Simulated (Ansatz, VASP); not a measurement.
WSe2: VASP beside Ansatz

INCAR

```
PREC     = Accurate       # precision mode
ENCUT    = 520            # plane-wave cutoff, eV
EDIFF    = 1E-6           # SCF threshold, eV
ISMEAR   = 0              # smearing method
SIGMA    = 0.05           # smearing width, eV
LREAL    = False          # projectors in reciprocal space
LASPH    = True           # aspherical terms in the spheres
NELM     = 100            # most SCF steps
ALGO     = Normal         # electronic algorithm
ISIF     = 2              # what is computed and relaxed
LWAVE    = False          # write WAVECAR
LCHARG   = False          # write CHGCAR
GGA      = PS             # functional
NBANDS   = 49             # bands
```

The input KPOINTS:

```
regular mesh
0
Gamma
  12 12 1
```

File POSCAR:

```
WSe2
1.0
    3.2709028599      0.0000000000      0.0000000000
   -1.6354514299      2.8326849700      0.0000000000
    0.0000000000      0.0000000000     29.1847504091
W Se
3 6
Direct
    0.6666666667      0.3333333333      0.0000000000
    0.3333333333      0.6666666667      0.7734641576
    0.3333333333      0.6666666667      0.2265358424
    0.3333333333      0.6666666667      0.0573689705
    0.8201135294      0.4456642331      0.8308403050
    0.6666666667      0.3333333333      0.2838341585
    0.3333333333      0.6666666667      0.9426310295
    0.6666666667      0.3333333333      0.7161658415
    0.6666666667      0.3333333333      0.1691596950
```

Input for Ansatz:

```yaml
crystal:
  lattice:
    - [3.2709028599, 0.0, 0.0]
    - [-1.6354514299, 2.83268497, 0.0]
    - [0.0, 0.0, 29.1847504091]
  atoms:
    - { symbol: W, position: [0.6666666667, 0.3333333333, 0.0] }
    - { symbol: W, position: [0.3333333333, 0.6666666667, 0.7734641576] }
    - { symbol: W, position: [0.3333333333, 0.6666666667, 0.2265358424] }
    - { symbol: Se, position: [0.3333333333, 0.6666666667, 0.0573689705] }
    - { symbol: Se, position: [0.8201135294, 0.4456642331, 0.830840305] }
    - { symbol: Se, position: [0.6666666667, 0.3333333333, 0.2838341585] }
    - { symbol: Se, position: [0.3333333333, 0.6666666667, 0.9426310295] }
    - { symbol: Se, position: [0.6666666667, 0.3333333333, 0.7161658415] }
    - { symbol: Se, position: [0.6666666667, 0.3333333333, 0.169159695] }
basis:
  ecutwfc: 420
kpoints:
  mp_grid: { grid: [12, 12, 1] }
hamiltonian:
  xc: pbesol
scf:
  occupations: { method: gaussian, width: 0.05 }
output:
  forces: true
  stress: true
  eigenvalues: true
  write_density: true
  write_potential: true
  elf: true
  volumetric_format: npy
```

Alike in both runs: task single point; functional PBEsol; k mesh 12 × 12 × 1; occupations gaussian, width 0.05 eV; no spin polarisation.

|  | VASP | Ansatz |
| --- | --- | --- |
| version | VASP 6.6.1 | Ansatz 0.2.0 |
| potentials or method | VASP PAW PBE potentials, release 64 (W_sv, Se), cutoff 520 eV | scalar-relativistic, plane waves, PAW |
| valence electrons in the cell | 78 | 138 |

```csv
,VASP,Ansatz,Ansatz less VASP
gap on the k mesh at the Fermi level (eV),1.12,1.13,+0.004
least direct gap on the mesh (eV),1.51,1.51,+0.003
rms of the force components (eV/Å),1.491,1.477,-0.0139
```

VASP's potentials were made for PBE, not for PBEsol. Atom by atom the forces differ by 0.032 eV/Å (rms over components). VASP's potentials hold 78 valence electrons a cell and Ansatz's 138, so a difference there can come from the potentials and not from the codes. Ansatz's warnings: xc potential rough in thin density.

Spin-orbit coupling is off throughout.
